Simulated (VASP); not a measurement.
Set up this calculation in VASP 6.6.1, as the native input.

* Task: single point
* Functional: PBE
* Potentials or basis: VASP PAW PBE potentials, release 64 (Ga_d, Te, O)
* Cutoff: 520 eV
* k mesh: 10 × 10 × 10
* Occupations: gaussian, width 0.1 eV
* Spin: no spin polarisation
* Dipole correction: no
* Further INCAR settings: ALGO = Normal; EDIFF = 1e-06; NBANDS = 30

The structure of Ga2TeO2 lies in POSCAR:

```
Ga2TeO2
1.0
   -3.0751559854      3.0751559854      3.5723729035
    3.0751559854     -3.0751559854      3.5723729035
    3.0751559854      3.0751559854     -3.5723729035
Ga Te O
2 1 2
Direct
    0.7500000000      0.2500000000      0.5000000000
    0.2500000000      0.7500000000      0.5000000000
    0.5000000000      0.5000000000      0.0000000000
    0.5000000000      0.0000000000      0.5000000000
    0.0000000000      0.5000000000      0.5000000000
```

The cell was generated, and may not be a known phase.

One way to write it, as run:

INCAR

```
ALGO = Normal
EDIFF = 1E-6
ENCUT = 520
GGA = PE
ISIF = 2
ISMEAR = 0
LASPH = T
LCHARG = T
LELF = T
LREAL = F
LVHAR = T
LWAVE = F
NBANDS = 30
NELM = 100
PREC = Accurate
SIGMA = 0.1
```

KPOINTS

```
k-points
0
Gamma
  10 10 10
```

Potentials or basis: VASP PAW PBE potentials, release 64 (Ga_d, Te, O).

Command:

```console
$ cat potpaw_PBE.64/Ga_d/POTCAR potpaw_PBE.64/Te/POTCAR potpaw_PBE.64/O/POTCAR > POTCAR
$ mpirun -np 1 vasp_std > vasp.out
```

It gave:

```json
{"Pressure": "0.1 GPa", "Band gap on the k mesh": "zero (bands 22 and 23 overlap by 0.27 eV)"}
```

Caveat: semilocal functionals underestimate gaps, and a narrow one can read as zero; spin-orbit coupling is left out, which moves the levels of the heavy elements.

Wall time 6.2 min on 1 thread of Intel(R) Xeon(R) Platinum 8488C (Sapphire Rapids), with other jobs on the host, peak memory 0.52 GiB.
